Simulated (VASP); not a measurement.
Here is a VASP 6.6.1 calculation.

File INCAR:

```
PREC = Accurate
ENCUT = 520
EDIFF = 1E-6
ISMEAR = -1
SIGMA = 0.03
LREAL = F
LASPH = T
NELM = 60
ALGO = Normal
ISIF = 2
LWAVE = F
LCHARG = F
GGA = PS
NBANDS = 25
```

Contents of KPOINTS:

```
regular mesh
0
Gamma
  6 6 9
```

Contents of POSCAR:

```
SiO2
1.0
    4.1801000000      0.0000000000      0.0000000000
    0.0000000000      4.1801000000      0.0000000000
    0.0000000000      0.0000000000      2.6144440000
Si O
2 4
Direct
    0.0000000000      0.0000000000      0.0000000000
    0.5000000000      0.5000000000      0.5000000000
    0.3067000000      0.3067000000      0.0000000000
    0.1933000000      0.8067000000      0.5000000000
    0.6933000000      0.6933000000      0.0000000000
    0.8067000000      0.1933000000      0.5000000000
```

Potentials or basis: VASP PAW PBE potentials, release 64 (Si, O).

Run with:

```bash
$ cat potpaw_PBE.64/Si/POTCAR potpaw_PBE.64/O/POTCAR > POTCAR
$ mpirun -np 1 vasp_std > vasp.out
```

(1) What does it give for the largest force?

(2) Predict the band gap on the k mesh.

## Answers

(1) 0.296 eV/Å.

(2) 6.02 eV, direct.

Caveat: the cell differs from its parent crystal (zz strain of -2 %); the PAW data sets were made with another functional, which shifts forces and pressure a little.
